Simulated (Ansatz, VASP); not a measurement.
## GaS2: VASP beside Ansatz

The input INCAR:

```
SYSTEM = GaS2
PREC     = Accurate       ! precision mode
ENCUT    = 600            ! plane-wave cutoff, eV
EDIFF    = 1E-6           ! SCF threshold, eV
ISMEAR   = 0              ! smearing method
SIGMA    = 0.1            ! smearing width, eV
LREAL    = .FALSE.        ! projectors in reciprocal space
LASPH    = .TRUE.         ! aspherical terms in the spheres
NELM     = 60             ! most SCF steps
ALGO     = Normal         ! electronic algorithm
ISIF     = 3              ! what is computed and relaxed
LWAVE    = .FALSE.        ! write WAVECAR
LCHARG   = .FALSE.        ! write CHGCAR
GGA      = PE             ! functional
IBRION   = 2              ! ionic algorithm
NSW      = 100            ! ionic steps
EDIFFG   = -0.01          ! ionic threshold
```

Contents of KPOINTS:

```
regular mesh
0
G
  18 18 8
  0 0 0
```

The input POSCAR:

```
GaS2
1.0
    3.3509224464      0.0000000000      0.0000000000
   -1.6754612232      2.9019839647      0.0000000000
    0.0000000000      0.0000000000      7.2089415079
Ga S
1 2
Direct
    0.0000000000      0.0000000000      0.0000000000
    0.3333333333      0.6666666667      0.2083157486
    0.6666666667      0.3333333333      0.7916842514
```

Input for Ansatz:

```yaml
crystal:
  lattice:
    - [3.3509224464, 0.0, 0.0]
    - [-1.6754612232, 2.9019839647, 0.0]
    - [0.0, 0.0, 7.2089415079]
  atoms:
    - { symbol: Ga, position: [0.0, 0.0, 0.0] }
    - { symbol: S, position: [0.3333333333, 0.6666666667, 0.2083157486] }
    - { symbol: S, position: [0.6666666667, 0.3333333333, 0.7916842514] }
basis:
  ecutwfc: 420
kpoints:
  mp_grid: { grid: [18, 18, 8] }
hamiltonian:
  xc: pbe
scf:
  occupations: { method: gaussian, width: 0.1 }
output:
  forces: true
  stress: true
  eigenvalues: true
  write_density: true
  write_potential: true
  elf: true
  volumetric_format: npy
relax:
  adjacent_minimum: "off"
  f_tol: 0.01
  max_steps: 80
  cell: { stress_tol: 0.05 }
```

Change from the starting cell: species swapped into the VSe2 type (P-3m1, No. 164).

Alike in both runs: task relaxation of cell and atoms; functional PBE; k mesh 18 × 18 × 8; occupations gaussian, width 0.1 eV; no spin polarisation.

|  | VASP | Ansatz |
| --- | --- | --- |
| version | VASP 6.6.1 | Ansatz 0.2.0 |
| potentials or method | VASP PAW PBE potentials, release 64 (Ga_d, S), cutoff 600 eV | scalar-relativistic, plane waves, PAW |
| valence electrons in the cell | 25 | 25 |

```csv
,VASP,Ansatz,Ansatz less VASP
"gap on the k mesh at the Fermi level, each at its own relaxed structure (eV)",none,none,-
relaxed volume (Å³/atom),23.37,23.37,0.000
relaxed length of the cell vector where the two differ most in proportion (Å),3.351,3.351,0.0000
```

A gap of «none» marks a metal or a gap that the smearing closes.

Noted on VASP's run: the relaxation stopped at its first step, so nothing moved.
